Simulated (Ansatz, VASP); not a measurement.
# TiAl: VASP beside Ansatz

File POSCAR:

```
TiAl
1.0
    2.8480182822      0.0000000000      0.0000000000
   -1.4240091410      2.4664561828      0.0000000000
    0.0000000000      0.0000000000      4.6466855238
Ti Al
1 1
Direct
    0.0000000000      0.0000000000      0.0000000000
    0.3333333333      0.6666666667      0.5000000000
```

The input INCAR.step1:

```
SYSTEM = TiAl
  ALGO = Normal
  EDIFF = 1E-4
  ENCUT = 520
  GGA = PE
  ISMEAR = -1
  LASPH = .True.
  LCHARG = .False.
  LREAL = .False.
  LWAVE = .True.
  NBANDS = 14
  NELM = 60
  PREC = Accurate
  SIGMA = 0.05
```

The input INCAR.step2:

```
SYSTEM = TiAl
  ALGO = Normal
  EDIFF = 1E-6
  ENCUT = 520
  ISIF = 2
  ISMEAR = -1
  ISTART = 1
  LASPH = .True.
  LCHARG = .False.
  LMIXTAU = .True.
  LREAL = .False.
  LWAVE = .False.
  METAGGA = R2SCAN
  NBANDS = 14
  NELM = 60
  PREC = Accurate
  SIGMA = 0.05
```

Contents of KPOINTS:

```
k-points
0
Gamma
  11 11 6
  0 0 0
```

Contents of input.yaml:

```yaml
crystal:
  lattice:
    - [2.8480182822, 0.0, 0.0]
    - [-1.424009141, 2.4664561828, 0.0]
    - [0.0, 0.0, 4.6466855238]
  atoms:
    - { symbol: Ti, position: [0.0, 0.0, 0.0] }
    - { symbol: Al, position: [0.3333333333, 0.6666666667, 0.5] }
hamiltonian:
  xc: r2scan
  pseudopotentials: { kind: paw }
kpoints:
  mp_grid: { grid: [11, 11, 6] }
scf:
  occupations: { method: fermi_dirac, width: 0.05 }
output:
  forces: true
  stress: true
  eigenvalues: true
```

Alike in both runs: task single point; functional r2SCAN; k mesh 11 × 11 × 6; occupations fermi-dirac, width 0.05 eV; no spin polarisation.

|  | VASP | Ansatz |
| --- | --- | --- |
| version | VASP 6.6.1 | Ansatz 0.2.0 |
| potentials or method | VASP PAW PBE potentials, release 64 (Ti_sv, Al) | Ansatz PAW |
| plane-wave cutoff (eV) | 520 | 500 |
| valence electrons in the cell | 15 | 15 |

|  | VASP | Ansatz | Ansatz less VASP |
| --- | --- | --- | --- |
| gap on the k mesh at the Fermi level (eV) | none | none | - |
| pressure (GPa) | 1.3 | 1.2 | -0.10 |
| traceless stress, the component that is largest in VASP (GPa) | -1.29 | -1.29 | -0.001 |

VASP's potentials were made for PBE, not for r2SCAN. A gap of «none» marks a metal or a gap that the smearing closes.
